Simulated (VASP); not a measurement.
A run of VASP 6.6.1 is set up as follows.

Contents of INCAR:

```
ALGO     = Normal         # electronic algorithm
EDIFF    = 1E-6           # SCF threshold, eV
ENCUT    = 520            # plane-wave cutoff, eV
GGA      = PE             # functional
ISIF     = 2              # what is computed and relaxed
ISMEAR   = -1             # smearing method
LASPH    = True           # aspherical terms in the spheres
LCHARG   = False          # write CHGCAR
LREAL    = False          # projectors in reciprocal space
LWAVE    = False          # write WAVECAR
NBANDS   = 16             # bands
NELM     = 100            # most SCF steps
PREC     = Accurate       # precision mode
SIGMA    = 0.02           # smearing width, eV
```

File KPOINTS:

```
k-points
0
Gamma
  8 8 8
```

File POSCAR:

```
GaP
1.0
    0.0000000000      2.7530041267      2.7530041267
    2.7530041267      0.0000000000      2.7530041267
    2.7530041267      2.7530041267      0.0000000000
Ga P
1 1
Direct
    0.0000000000      0.0000000000      0.0000000000
    0.2500000000      0.2500000000      0.2500000000
```

Potentials or basis: VASP PAW PBE potentials, release 64 (Ga_d, P).

Launch:

```bash
$ cat potpaw_PBE.64/Ga_d/POTCAR potpaw_PBE.64/P/POTCAR > POTCAR
$ mpirun -np 1 vasp_std > vasp.out
```

**Question.** Predict the pressure.

**Answer.** -0.1 GPa.

**Question.** Predict the band gap on the k mesh.

**Answer.** 1.58 eV, direct.

A k mesh can miss the band edges.
